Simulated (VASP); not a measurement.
Input of a VASP 6.6.1 run:

Contents of INCAR:

```
PREC = Accurate
ENCUT = 520
EDIFF = 1E-6
ISMEAR = 0
SIGMA = 0.01
LREAL = Auto
LASPH = True
NELM = 60
ALGO = Normal
ISIF = 2
LWAVE = False
LCHARG = True
GGA = PS
LELF = True
LVHAR = True
NBANDS = 106
```

The input KPOINTS:

```
regular mesh
0
Gamma
  2 2 2
```

POSCAR

```
HfO2
1.0
   -4.8301248088     -4.8301248088      0.0000000000
   -4.8301248088      4.8301248088      0.0000000000
    4.8301248088      0.0000000000     -6.4194329124
Hf O
8 16
Direct
    0.2500000000      0.2500000000      0.5000000000
    0.0000000000      0.0000000000      0.0000000000
    0.7500000000      0.7500000000      0.5000000000
    0.5000000000      0.5000000000      0.0000000000
    0.1250000000      0.6250000000      0.2500000000
    0.8750000000      0.3750000000      0.7500000000
    0.6250000000      0.1250000000      0.2500000000
    0.3750000000      0.8750000000      0.7500000000
    0.1250000000      0.9300300965      0.2500000000
    0.8750000000      0.6800300965      0.7500000000
    0.6250000000      0.4300300965      0.2500000000
    0.3750000000      0.1800300965      0.7500000000
    0.4449699035      0.7500000000      0.5000000000
    0.1949699035      0.5000000000      0.0000000000
    0.9449699035      0.2500000000      0.5000000000
    0.6949699035      0.0000000000      0.0000000000
    0.0550300965      0.7500000000      0.5000000000
    0.8050300965      0.5000000000      0.0000000000
    0.5550300965      0.2500000000      0.5000000000
    0.3050300965      0.0000000000      0.0000000000
    0.1250000000      0.3199699035      0.2500000000
    0.8750000000      0.0699699035      0.7500000000
    0.6250000000      0.8199699035      0.2500000000
    0.3750000000      0.5699699035      0.7500000000
```

Potentials or basis: VASP PAW PBE potentials, release 64 (Hf_pv, O).

The run is started by

```console
$ cat potpaw_PBE.64/Hf_pv/POTCAR potpaw_PBE.64/O/POTCAR > POTCAR
$ mpirun -np 1 vasp_std > vasp.out
```

Question: What does it give for the pressure?

Answer: -2.6 GPa.

Question: Estimate the largest force.

Answer: 0.049 eV/Å.

Stress tensor (GPa, compression positive):
```
-2.35  0.00  0.00
 0.00 -2.35  0.00
 0.00  0.00 -3.14
```

Caveat: the k points lie up to 0.52 Å⁻¹ apart; the PAW data sets were made with another functional, which shifts forces and pressure a little.
